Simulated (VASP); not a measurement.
Write the native input for VASP 6.6.1 that does the following.

- Task: single point
- Functional: PBE
- Dispersion: D3(BJ)
- Potentials or basis: VASP PAW PBE potentials, release 64 (Ag, Bi_d, S, O)
- Cutoff: 520 eV
- k mesh: 6 × 6 × 4
- Occupations: fermi-dirac, width 0.02 eV
- Spin: no spin polarisation
- Dipole correction: no
- Further INCAR settings: ALGO = Normal; EDIFF = 1e-07; NBANDS = 48

The structure of AgBiSO lies in POSCAR:

```
AgBiSO
1.0
    3.9378979785      0.0000000000      0.0000000000
    0.0000000000      3.9378979785      0.0000000000
    0.0000000000      0.0000000000      9.0328513730
Ag Bi S O
2 2 2 2
Direct
    0.0000000000      0.0000000000      0.5000000000
    0.5000000000      0.5000000000      0.5000000000
    0.0000000000      0.5000000000      0.8604085710
    0.5000000000      0.0000000000      0.1395914290
    0.5000000000      0.0000000000      0.6992539161
    0.0000000000      0.5000000000      0.3007460839
    0.5000000000      0.5000000000      0.0000000000
    0.0000000000      0.0000000000      0.0000000000
```

One way to write it, as run:

INCAR

```
PREC = Accurate
ENCUT = 520
EDIFF = 1E-7
ISMEAR = -1
SIGMA = 0.02
LREAL = F
LASPH = T
NELM = 60
ALGO = Normal
ISIF = 2
LWAVE = F
LCHARG = F
GGA = PE
IVDW = 12
NBANDS = 48
```

KPOINTS

```
Automatic mesh
0
Gamma
  6 6 4
```

Potentials or basis: VASP PAW PBE potentials, release 64 (Ag, Bi_d, S, O).

The run is started by

```console
$ cat potpaw_PBE.64/Ag/POTCAR potpaw_PBE.64/Bi_d/POTCAR potpaw_PBE.64/S/POTCAR potpaw_PBE.64/O/POTCAR > POTCAR
$ mpirun -np 1 vasp_std > vasp.out
```

Results of the run:

| Item | Value |
| --- | --- |
| Pressure | 0.0 GPa |
| Largest force | 0.045 eV/Å |
| Band gap on the k mesh | 0.65 eV (least direct gap 0.92 eV) |
| Dispersion energy per atom | -0.390 eV |

Caveat: spin-orbit coupling is left out, which moves the levels of the heavy elements.

Wall time 2.1 min on 1 thread of Intel(R) Xeon(R) 6975P-C (Granite Rapids) (shared host), peak memory 0.36 GiB.
